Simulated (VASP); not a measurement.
# Te2Mo (P6_3/mmc) in VASP: settings compared

Aim: see how the results for Te2Mo move with the level of theory and the settings. Levels: PBE, PBEsol. Tasks: electric field gradients.

Program: VASP 6.6.1. These are calculated values, not measurements. Logs are shortened: lines on timing, memory, paths and dates and some standing lists are left out, and cuts for length are marked.

## Step 1: The cell of the first run

It takes space group P6_3/mmc (No. 194, hexagonal). The conventional cell has a = 3.518 Å, b = 3.518 Å, c = 13.974 Å, α = 90.00°, β = 90.00°, γ = 120.00°. Te (site symmetry 3m) has 3 Mo at 2.72 Å and 7 Te at 3.52 to 3.61 Å within 3.7 Å. Within 3.6 Å of Mo (site symmetry -6m2) lie 6 Te at 2.72 Å and 6 Mo at 3.52 Å.

## Step 2: Electric field gradients, PBE

Input file INCAR:

```
SYSTEM = Te2Mo
PREC = Accurate
ENCUT = 520
EDIFF = 1E-8
ISMEAR = -1
SIGMA = 0.02
LREAL = .False.
LASPH = .True.
NELM = 60
ALGO = Normal
ISIF = 2
LWAVE = .False.
LCHARG = .False.
GGA = PE
LEFG = .True.
NBANDS = 35
```

Input file KPOINTS:

```
regular mesh
0
Gamma
  14 14 3
  0 0 0
```

Input file POSCAR:

```
Te2Mo
1.0
    3.5182000000      0.0000000000      0.0000000000
   -1.7591000000      3.0468505756      0.0000000000
    0.0000000000      0.0000000000     13.9736000000
Te Mo
4 2
Direct
    0.3333333333      0.6666666667      0.6210000000
    0.6666666667      0.3333333333      0.1210000000
    0.3333333333      0.6666666667      0.8790000000
    0.6666666667      0.3333333333      0.3790000000
    0.3333333333      0.6666666667      0.2500000000
    0.6666666667      0.3333333333      0.7500000000
```

Potentials or basis: VASP PAW PBE potentials, release 64 (Te, Mo_sv).

The run is started by

```bash
cat potpaw_PBE.64/Te/POTCAR potpaw_PBE.64/Mo_sv/POTCAR > POTCAR
mpirun -np 1 vasp_std > vasp.out
```

OUTCAR:

```text
SYSTEM = Te2Mo
   PREC = Accurate
   ENCUT = 520
   EDIFF = 1E-8
   ISMEAR = -1
   LREAL = .False.
   LASPH = .True.
   NELM = 60
   ISIF = 2
   GGA = PE

 ion  position               nearest neighbor table
   1  0.333  0.667  0.621-   6 2.72   6 2.72   6 2.72   3 3.61
   2  0.667  0.333  0.121-   5 2.72   5 2.72   5 2.72   4 3.61
   3  0.333  0.667  0.879-   6 2.72   6 2.72   6 2.72   1 3.61
   4  0.667  0.333  0.379-   5 2.72   5 2.72   5 2.72   2 3.61
   5  0.333  0.667  0.250-   2 2.72   4 2.72   2 2.72   4 2.72   2 2.72   4 2.72
   6  0.667  0.333  0.750-   1 2.72   3 2.72   1 2.72   3 2.72   1 2.72   3 2.72

  LATTYP: Found a hexagonal cell.
 ALAT       =     3.5182000000
 C/A-ratio  =     3.9718037633

  Lattice vectors:

 A1 = (   3.5182000000,   0.0000000000,   0.0000000000)
 A2 = (  -1.7591000000,   3.0468505756,   0.0000000000)
 A3 = (   0.0000000000,   0.0000000000,  13.9736000000)

Analysis of symmetry for initial positions (statically):
=====================================================================
 Subroutine PRICEL returns:
 Original cell was already a primitive cell.

 Routine SETGRP: Setting up the symmetry group for a
 hexagonal supercell.

 Subroutine GETGRP returns: Found 24 space group operations
 (whereof 12 operations were pure point group operations)
 out of a pool of 24 trial point group operations.

The static configuration has the point symmetry D_3d.
 The point group associated with its full space group is D_6h.

Analysis of symmetry for dynamics (positions and initial velocities):
=====================================================================
 Subroutine PRICEL returns:
 Original cell was already a primitive cell.

 Routine SETGRP: Setting up the symmetry group for a
 hexagonal supercell.

 Subroutine GETGRP returns: Found 24 space group operations
 (whereof 12 operations were pure point group operations)
 out of a pool of 24 trial point group operations.

The dynamic configuration has the point symmetry D_3d.
 The point group associated with its full space group is D_6h.

 Subroutine INISYM returns: Found 24 space group operations
 (whereof 12 operations are pure point group operations),
 and found     1 'primitive' translations

----------------------------------------------------------------------------------------

                                     Primitive cell

  volume of cell :     149.7890

  direct lattice vectors                    reciprocal lattice vectors
     3.518200000  0.000000000  0.000000000     0.284236257  0.164103880  0.000000000
    -1.759100000  3.046850576  0.000000000     0.000000000  0.328207759  0.000000000
     0.000000000  0.000000000 13.973600000     0.000000000  0.000000000  0.071563520

  length of vectors
     3.518200000  3.518200000 13.973600000     0.328207759  0.328207759  0.071563520

  position of ions in fractional coordinates (direct lattice)
     0.333333333  0.666666667  0.621000000
     0.666666667  0.333333333  0.121000000
     0.333333333  0.666666667  0.879000000
     0.666666667  0.333333333  0.379000000
     0.333333333  0.666666667  0.250000000
     0.666666667  0.333333333  0.750000000

  ion indices of the primitive-cell ions
   primitive index   ion index
                 1           1
                 2           2
                 3           3
                 4           4
                 5           5
                 6           6

----------------------------------------------------------------------------------------

 KPOINTS: regular mesh

Automatic generation of k-mesh.
 Grid dimensions read from file:
 generate k-points for:   14   14    3

 Generating k-lattice:

  Cartesian coordinates                     Fractional coordinates (reciprocal lattice)
     0.020302590  0.011721706  0.000000000     0.071428571  0.000000000  0.000000000
     0.000000000  0.023443411  0.000000000     0.000000000  0.071428571  0.000000000
     0.000000000  0.000000000  0.023854507     0.000000000  0.000000000  0.333333333

  Length of vectors
     0.023443411  0.023443411  0.023854507

  Shift w.r.t. Gamma in fractional coordinates (k-lattice)
     0.000000000  0.000000000  0.000000000

 Subroutine IBZKPT returns following result:
 ===========================================

 Found     48 irreducible k-points:

 Following reciprocal coordinates:
            Coordinates               Weight
  0.000000  0.000000  0.000000      1.000000
  0.071429 -0.000000  0.000000      6.000000
  0.142857 -0.000000  0.000000      6.000000
  0.214286 -0.000000  0.000000      6.000000
  0.285714  0.000000  0.000000      6.000000
  0.357143  0.000000  0.000000      6.000000
[... 16 lines left out ...]
  0.285714  0.285714  0.000000      6.000000
  0.357143  0.285714  0.000000      6.000000
 [... further k-points ...]
   k-points           NKPTS =     48   k-points in BZ     NKDIM =     48   number of bands    NBANDS=     35
   number of dos      NEDOS =    301   number of ions     NIONS =      6
   total plane-waves  NPLWV =  84672
   dimension x,y,z NGX =    28 NGY =   28 NGZ =  108
   dimension x,y,z NGXF=    56 NGYF=   56 NGZF=  216
   ions per type =               4   2
   NGX,Y,Z   is equivalent  to a cutoff of  13.23, 13.23, 12.85 a.u.
   NGXF,Y,Z  is equivalent  to a cutoff of  26.46, 26.46, 25.70 a.u.
 SYSTEM =  Te2Mo
   PREC   = accura    normal or accurate (medium, high low for compatibility)
   ISTART =      0    job   : 0-new  1-cont  2-samecut
   ICHARG =      2    charge: 1-file 2-atom 10-const
   ISPIN  =      1    spin polarized calculation?
   LNONCOLLINEAR =      F non collinear calculations
   LSORBIT =      F    spin-orbit coupling
   LASPH  =      T    aspherical Exc in radial PAW
   ENCUT  =  520.0 eV  38.22 Ry    6.18 a.u.   6.54  6.54 25.98*2*pi/ulx,y,z
   NELM   =     60;   NELMIN=  2; NELMDL= -5     # of ELM steps
   EDIFF  = 0.1E-07   stopping-criterion for ELM
   LREAL  =      F    real-space projection
   EDIFFG = 0.1E-06   stopping-criterion for IOM
   NSW    =      0    number of steps for IOM
   IBRION =     -1    ionic relax: 0-MD 1-quasi-New 2-CG
   NFREE  =      0    steps in history (QN), initial steepest desc. (CG)
   ISIF   =      2    stress and relaxation
   ISYM   =      2    0-nonsym 1-usesym 2-fastsym
   POTIM  = 0.5000    time-step for ionic-motion
   TEBEG  =    0.0;   TEEND  =   0.0 temperature during run
   PSTRESS=    0.0 pullay stress
   NELECT =      52.0000    total number of electrons
   NUPDOWN=      -1.0000    fix difference up-down
   EMIN   =  10.00;   EMAX   =-10.00  energy-range for DOS
   EFERMI =   0.00;   METHOD = LEGACY
   ISMEAR =    -1;   SIGMA  =   0.02  broadening in eV -4-tet -1-fermi 0-gaus
   EFERMI_NEDOS =   21; number of points for ismear=-14 and -15
   IALGO  =     38    algorithm
   IMIX   =      4    mixing-type and parameters
     AMIX     =   0.40;   BMIX     =  1.00
     AMIX_MAG =   1.60;   BMIX_MAG =  1.00
  volume/ion in A,a.u.               =      24.96       168.47
  Fermi-wavevector in a.u.,A,eV,Ry     =   1.150578  2.174277 18.011787  1.323829
  Thomas-Fermi vector in A             =   2.287241
   LORBIT       =      0    0 simple, 1 ext, 2 COOP (PROOUT), +10 PAW based schemes
   GGA     = PE    functional components
   LHFCALC =     F    Hartree Fock is set to
   AEXX    =    0.0000 exact exchange contribution
   IVDW    =     0    specifies the selected vdW correction
   LEPSILON=     F    determine dielectric tensor
   LRPA    =     F    only Hartree local field effects (RPA)
 non-spin polarized calculation
  energy-cutoff  :      520.00
  volume of cell :      149.79
 maximum number of plane-waves:      4095
 NGX is ok and might be reduce to    28
   NGX = 13   NGY = 13   NGZ = 51

 number of electron      51.9999997 magnetization

 Free energy of the ion-electron system (eV)
  ---------------------------------------------------
  ext. energy  EPLUGINS =         0.00000000
  ---------------------------------------------------
  free energy    TOTEN  =       -35.98753745 eV

  energy without entropy =      -35.98753745  energy(sigma->0) =      -35.98753745

 E-fermi :   8.5088     XC(G=0): -10.4426

 val. band max:        8.1564494725   @ k =   0.0000   0.0000   0.0000
 cond. band min:       8.8963003443   @ k =   0.2143   0.2143   0.0000
 fundamental gap:      0.7398508719
 Fermi energy:         8.5088381046

 k-point     1 :       0.0000    0.0000    0.0000
  band No.  band energies     occupation
      1     -52.6642      2.00000
      2     -52.6642      2.00000
      3     -26.8313      2.00000
      4     -26.8313      2.00000
      5     -26.7078      2.00000
      6     -26.7078      2.00000
[... 27 lines left out ...]
     34      11.5410      0.00000
     35      13.8580      0.00000

 k-point     2 :       0.0714   -0.0000    0.0000
  band No.  band energies     occupation
      1     -52.6637      2.00000
      2     -52.6637      2.00000
      3     -26.8298      2.00000
      4     -26.8298      2.00000
      5     -26.7143      2.00000
      6     -26.7143      2.00000
[... 27 lines left out ...]
     34      11.3979      0.00000
     35      14.2175      0.00000
[... 796 lines left out ...]
     34      12.3674      0.00000
     35      12.8002      0.00000

 k-point    24 :       0.3571    0.2857    0.0000
  band No.  band energies     occupation
      1     -52.6532      2.00000
      2     -52.6532      2.00000
      3     -26.8105      2.00000
      4     -26.8105      2.00000
      5     -26.7988      2.00000
      6     -26.7988      2.00000
[... 27 lines left out ...]
     34      12.2121      0.00000
     35      12.4635      0.00000

 [... further k-points ...]

------------------------ aborting loop because EDIFF is reached ----------------------------------------

  FORCE on cell =-STRESS in cart. coord.  units (eV):
  Direction    XX          YY          ZZ          XY          YZ          ZX
  --------------------------------------------------------------------------------------
  -------------------------------------------------------------------------------------
  Total        2.5102277      2.5102277      3.2198699      0.0000000     -0.0000000     -0.0000000
  in kB       26.8499646     26.8499646     34.4404581      0.0000000     -0.0000000     -0.0000000
  external PRESSURE =      29.3801291 kB  Pullay stress =       0.0000000 kB

 VOLUME and BASIS-vectors are now :
 -----------------------------------------------------------------------------
  energy-cutoff  :      520.00
  volume of cell :      149.79
      direct lattice vectors                 reciprocal lattice vectors
     3.518200000  0.000000000  0.000000000     0.284236257  0.164103880  0.000000000
    -1.759100000  3.046850576  0.000000000     0.000000000  0.328207759  0.000000000
     0.000000000  0.000000000 13.973600000     0.000000000  0.000000000  0.071563520

 POSITION                                       TOTAL-FORCE (eV/Angst)
 -----------------------------------------------------------------------------------
     -0.00000      2.03123      8.67761         0.000000     -0.000000     -0.189299
      1.75910      1.01562      1.69081        -0.000000      0.000000     -0.189299
     -0.00000      2.03123     12.28279         0.000000     -0.000000      0.189299
      1.75910      1.01562      5.29599        -0.000000     -0.000000      0.189299
     -0.00000      2.03123      3.49340         0.000000     -0.000000     -0.000000
      1.75910      1.01562     10.48020        -0.000000      0.000000     -0.000000
 -----------------------------------------------------------------------------------
    total drift:                               -0.000000      0.000000     -0.000000

  FREE ENERGIE OF THE ION-ELECTRON SYSTEM (eV)
  ---------------------------------------------------
  free  energy   TOTEN  =       -35.9875374463 eV

  energy  without entropy=      -35.9875374462  energy(sigma->0) =      -35.98753745

 Electric field gradients (V/A^2)
---------------------------------------------------------------------
 ion       V_xx      V_yy      V_zz      V_xy      V_xz      V_yz
---------------------------------------------------------------------
   1      89.526    89.526  -179.053     0.000     0.000    -0.000
   2      89.526    89.526  -179.053     0.000    -0.000     0.000
   3      89.526    89.526  -179.053     0.000    -0.000     0.000
   4      89.526    89.526  -179.053     0.000     0.000    -0.000
   5      36.545    36.544   -73.089    -0.001     0.000    -0.000
   6      36.545    36.544   -73.089    -0.001    -0.000     0.000
---------------------------------------------------------------------

 Electric field gradients after diagonalization (V/A^2)
 (convention: |V_zz| > |V_xx| > |V_yy|)
----------------------------------------------------------------------
 ion       V_xx      V_yy      V_zz     asymmetry (V_yy - V_xx)/ V_zz
----------------------------------------------------------------------
   1      89.527    89.526  -179.053       0.000
   2      89.527    89.526  -179.053       0.000
   3      89.527    89.526  -179.053       0.000
   4      89.527    89.526  -179.053       0.000
   5      36.545    36.544   -73.089       0.000
   6      36.545    36.544   -73.089       0.000
----------------------------------------------------------------------

           NMR quadrupolar parameters

 Cq : quadrupolar parameter    Cq=e*Q*V_zz/h
 eta: asymmetry parameters     (V_yy - V_xx)/ V_zz
 Q  : nuclear electric quadrupole moment in mb (millibarn)
----------------------------------------------------------------------
 ion       Cq(MHz)       eta       Q (mb)
----------------------------------------------------------------------
   1      -0.433       0.000       1.000
   2      -0.433       0.000       1.000
   3      -0.433       0.000       1.000
   4      -0.433       0.000       1.000
   5      -0.177       0.000       1.000
   6      -0.177       0.000       1.000
----------------------------------------------------------------------
```

Wall time 5.3 min (1 thread of Intel Xeon Platinum 8488C (Sapphire Rapids), shared host); peak memory 0.4 GiB.

What came out:

- Free energy: -35.9875 eV
- Pressure: 2.9 GPa
- Largest force: 0.189 eV/Å
- Band gap on the k mesh: 0.74 eV (least direct gap 1.10 eV)
- Largest electric field gradient by atom: Te -179.1; Mo -73.1 V/Å²

Forces in eV/Å, atoms in the order of the input:
```
Te   0.000  0.000 -0.189
Te   0.000  0.000 -0.189
Te   0.000  0.000  0.189
Te   0.000  0.000  0.189
Mo   0.000  0.000  0.000
Mo   0.000  0.000  0.000
```

Stress tensor (GPa, compression positive):
```
2.68 0.00 0.00
0.00 2.68 0.00
0.00 0.00 3.44
```

Electric field gradients, principal values (V/Å²):
```csv
atom,least,middle,greatest (by size)
1 Te,89.526,89.527,-179.053
2 Te,89.526,89.527,-179.053
3 Te,89.526,89.527,-179.053
4 Te,89.526,89.527,-179.053
5 Mo,36.544,36.545,-73.089
6 Mo,36.544,36.545,-73.089
```

Caveat: semilocal functionals underestimate gaps, and a narrow one can read as zero; without QUAD_EFG the Cq values of the log hold for a quadrupole moment of 1 mb, not for the nuclei; spin-orbit coupling is left out, which moves the levels of the heavy elements; this functional lacks dispersion, which binds layers or chains, so the pressure and a relaxed spacing across them are unreliable. Expect the measured gap to be larger: semilocal functionals such as PBE lack the derivative discontinuity.

[end of part 1 of 2]
